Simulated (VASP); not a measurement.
FeGe, 2 atoms in the cell. It takes space group Pm-3m (No. 221, cubic). Conventional cell: a = 3.698 Å, b = 3.698 Å, c = 3.698 Å, α = 90.00°, β = 90.00°, γ = 90.00°. Fe (site symmetry m-3m) has 8 Ge at 3.20 Å and 6 Fe at 3.70 Å within 4.2 Å. Within 4.2 Å of Ge (site symmetry m-3m) lie 8 Fe at 3.20 Å and 6 Ge at 3.70 Å. 

| Item | Value |
| --- | --- |
| Program | VASP 6.6.1 |
| Task | single point |
| Functional | PBE |
| Potentials or basis | VASP PAW PBE potentials, release 64 (Fe, Ge_d) |
| Cutoff | 520 eV |
| k mesh | 6 × 6 × 6 |
| Occupations | gaussian, width 0.1 eV |
| Spin | collinear spin, ferromagnetic start |
| Starting moments | [4.0, 0.0] μB |
| Dipole correction | no |
| Further INCAR settings | ALGO = Normal; EDIFF = 1e-06; NBANDS = 22 |

Potentials or basis: VASP PAW PBE potentials, release 64 (Fe, Ge_d).

Command:

```bash
$ cat potpaw_PBE.64/Fe/POTCAR potpaw_PBE.64/Ge_d/POTCAR > POTCAR
$ mpirun -np 1 vasp_std > vasp.out
```

Hardware: 1 thread of Intel(R) Xeon(R) 6975P-C (Granite Rapids) (shared host).

Question: Estimate the wall time of this run.

Answer: It took 18 s on 1 thread of Intel(R) Xeon(R) 6975P-C (Granite Rapids) (shared host), peak memory 0.18 GiB. Counts: scf iterations 16, k points 20.
